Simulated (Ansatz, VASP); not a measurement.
BaTiO3 in VASP and in Ansatz

Contents of INCAR:

```
ALGO     = Normal         # electronic algorithm
EDIFF    = 1E-6           # SCF threshold, eV
EDIFFG   = -0.005         # ionic threshold
ENCUT    = 600            # plane-wave cutoff, eV
GGA      = PE             # functional
IBRION   = 2              # ionic algorithm
ISIF     = 3              # what is computed and relaxed
ISMEAR   = 0              # smearing method
LASPH    = True           # aspherical terms in the spheres
LCHARG   = False          # write CHGCAR
LDAU     = True           # DFT+U
LDAUJ    = 0 0 0        
LDAUL    = -1 2 -1        # shell
LDAUPRINT= 1            
LDAUTYPE = 2            
LDAUU    = 0 4 0          # U, eV
LMAXMIX  = 4              # l up to which the mixer works
LREAL    = False          # projectors in reciprocal space
LWAVE    = False          # write WAVECAR
NELM     = 150            # most SCF steps
NSW      = 100            # ionic steps
PREC     = Accurate       # precision mode
SIGMA    = 0.02           # smearing width, eV
```

File KPOINTS:

```
k-points
0
Gamma
  8 8 8
```

File POSCAR:

```
BaTiO3
1.0
    4.0076816357      0.0000000000      0.0000000000
    0.0000000000      4.0076816357      0.0000000000
    0.0000000000      0.0000000000      4.0076816357
Ba Ti O
1 1 3
Direct
    0.5000000000      0.5000000000      0.5000000000
    0.0000000000      0.0000000000      0.0000000000
    0.5000000000      0.0000000000      0.0000000000
    0.0000000000      0.5000000000      0.0000000000
    0.0000000000      0.0000000000      0.5000000000
```

Input for Ansatz:

```yaml
crystal:
  lattice:
    - [4.0076816357, 0.0, 0.0]
    - [0.0, 4.0076816357, 0.0]
    - [0.0, 0.0, 4.0076816357]
  atoms:
    - { symbol: Ba, position: [0.5, 0.5, 0.5] }
    - { symbol: Ti, position: [0.0, 0.0, 0.0] }
    - { symbol: O, position: [0.5, 0.0, 0.0] }
    - { symbol: O, position: [0.0, 0.5, 0.0] }
    - { symbol: O, position: [0.0, 0.0, 0.5] }
basis:
  ecutwfc: 420
kpoints:
  mp_grid: { grid: [8, 8, 8] }
hamiltonian:
  xc: pbe
  hubbard: { sites: [{ species: Ti, l: d, u_eff: 4.0 }] }
scf:
  occupations: { method: gaussian, width: 0.02 }
output:
  forces: true
  stress: true
  eigenvalues: true
relax:
  adjacent_minimum: "off"
  f_tol: 0.005
  max_steps: 80
  cell: { stress_tol: 0.05 }
```

Alike in both runs: task relaxation of cell and atoms; functional PBE; k mesh 8 × 8 × 8; occupations gaussian, width 0.02 eV; no spin polarisation; Hubbard terms Ti d U = 4.0 eV.

```csv
,VASP,Ansatz
version,VASP 6.6.1,Ansatz 0.2.0
potentials or method,"VASP PAW PBE potentials, release 64 (Ba_sv, Ti_sv, O), cutoff 600 eV","scalar-relativistic, plane waves, PAW"
valence electrons in the cell,40,40
```

VASP gave:

- gap on the k mesh at the Fermi level, each at its own relaxed structure (eV): 2.12
- relaxed volume (Å³/atom): 13.34
- relaxed length of the cell vector where the two differ most in proportion (Å): 4.056

Q: Estimate Ansatz's values.

A: gap on the k mesh at the Fermi level, each at its own relaxed structure (eV): 2.21; relaxed volume (Å³/atom): 13.08; relaxed length of the cell vector where the two differ most in proportion (Å): 4.029.

The programs project onto different local orbitals, so the same U acts differently, and such runs can settle in different states.

Neither program's run includes spin-orbit coupling.
